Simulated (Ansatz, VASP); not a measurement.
## One calculation of HgH2, two programs

```xyz
6
Lattice="3.7509 0.0000 0.0000 0.0000 3.7509 0.0000 0.0000 0.0000 7.4248" Properties=species:S:1:pos:R:3 pbc="T T T"
Hg    0.0000    1.8754    6.3034
Hg    1.8754    0.0000    1.1214
H     0.0000    0.0000    0.0000
H     1.8754    1.8754    0.0000
H     0.0000    1.8754    4.6511
H     1.8754    0.0000    2.7736
```

Alike in both runs: functional PBE; k mesh 10 × 10 × 6; occupations gaussian, width 0.1 eV; no spin polarisation.

Ansatz relaxed the structure, and its values are those at the end. VASP's run is a single point on that final structure, the one shown.

|  | VASP | Ansatz |
| --- | --- | --- |
| version | VASP 6.6.1 | Ansatz 0.2.0 |
| potentials or method | VASP PAW PBE potentials, release 64 (Hg_sv_GW, H), cutoff 500 eV | scalar-relativistic, plane waves, PAW |
| valence electrons in the cell | 44 | 44 |

```csv
,VASP,Ansatz,Ansatz less VASP
gap on the k mesh at the Fermi level (eV),none,none,-
pressure (GPa),-0.7,0.0,+0.73
```

A gap of «none» marks a metal or a gap that the smearing closes.

Spin-orbit coupling is off throughout.
